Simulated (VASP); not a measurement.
Lu:

```
CELL_PARAMETERS angstrom
3.17004 0.00000 0.00000
0.00000 3.17004 0.00000
0.00000 0.00000 3.17004
ATOMIC_POSITIONS crystal
Lu 0.00000 0.00000 0.00000
```

This isn't the form of Lu at room conditions, which is hcp.

| Property | Result |
| --- | --- |
| Program | VASP 6.6.1 |
| Task | relaxation of cell and atoms |
| Functional | BLYP |
| Potentials or basis | VASP PAW PBE potentials, release 64 (Lu) |
| Cutoff | 600 eV |
| k mesh | 10 × 10 × 10 |
| Occupations | fermi-dirac, width 0.1 eV |
| Spin | no spin polarisation |

At the start: pressure 2.6 GPa; volume 31.86 Å³/atom.

Question: Where does the relaxation end?

Answer: Over 4 steps the energy falls by 17.2 meV/atom and the volume is 34.37 Å³/atom (+7.9 %); space group Pm-3m (No. 221, to 0.1 Å) before and after.

Step by step:
```tsv
step	energy change (eV)	largest force (eV/Å)	pressure (GPa)	volume (Å³)
1	0.0000	0.0000	2.61	31.86
2	-0.0172	0.0000	0.07	34.31
3	-0.0172	0.0000	-0.08	34.45
4	-0.0172	0.0000	0.05	34.37
```

Final structure:
```yaml
crystal:
  lattice:
    - [3.25144, 0.00000, 0.00000]
    - [0.00000, 3.25144, 0.00000]
    - [0.00000, 0.00000, 3.25144]
  atoms:
    - { symbol: Lu, position: [0.00000, 0.00000, 0.00000] }
```

Caveat: the PAW data sets were made with another functional, which shifts forces and pressure a little.
